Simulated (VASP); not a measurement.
Co: single point with LDA

Crystal: Co.

```
Co
1.0
     2.42941    0.00000    0.00000
    -1.21470    2.10393    0.00000
     0.00000    0.00000    3.91856
Co
2
Direct
  0.33333 0.66667 0.25000
  0.66667 0.33333 0.75000
```

```yaml
Program: VASP 6.6.1
Task: single point
Functional: LDA
Potentials_or_basis: VASP PAW LDA potentials, release 64 (Co)
Cutoff: 520 eV
k_mesh: 23 × 23 × 13
Occupations: fermi-dirac, width 0.05 eV
Spin: collinear spin, ferromagnetic start
Starting_moments: "[1.7, 1.7] μB"
Dipole_correction: no
Further_INCAR_settings: ALGO = Normal; EDIFF = 1e-06; NBANDS = 20
```

| Quantity | Value |
| --- | --- |
| Pressure | -1.2 GPa |
| Net moment | 2.98 μB per cell |
| Site moments | Co +1.48 μB |
| Valence electrons inside the program's atomic spheres | Co 8.45 |

Stress tensor (GPa, compression positive):
```
-1.12  0.00  0.00
 0.00 -1.12  0.00
 0.00  0.00 -1.48
```

Levels at points of the mesh, in eV from the Fermi level:
Spin up:
```csv
k point,band 6,band 7,band 8,band 9,band 10,band 11,band 12,band 13,band 14,band 15
"(0.00, 0.00, 0.00)",-2.16,-2.16,-1.77,-1.77,-0.49,-0.49,-0.05,7.25,22.64,25.93
```
Spin down:
| k point | band 3 | band 4 | band 5 | band 6 | band 7 | band 8 | band 9 | band 10 | band 11 | band 12 |
| --- | --- | --- | --- | --- | --- | --- | --- | --- | --- | --- |
| (0.00, 0.00, 0.00) | -1.17 | -1.16 | -1.16 | -0.75 | -0.75 | -0.30 | -0.30 | 0.12 | 1.07 | 1.07 |

Run time: 5.8 min on 1 thread of Intel(R) Xeon(R) Platinum 8259CL CPU @ 2.50GHz (Skylake/Cascade Lake) (shared host), peak memory 0.3 GiB.
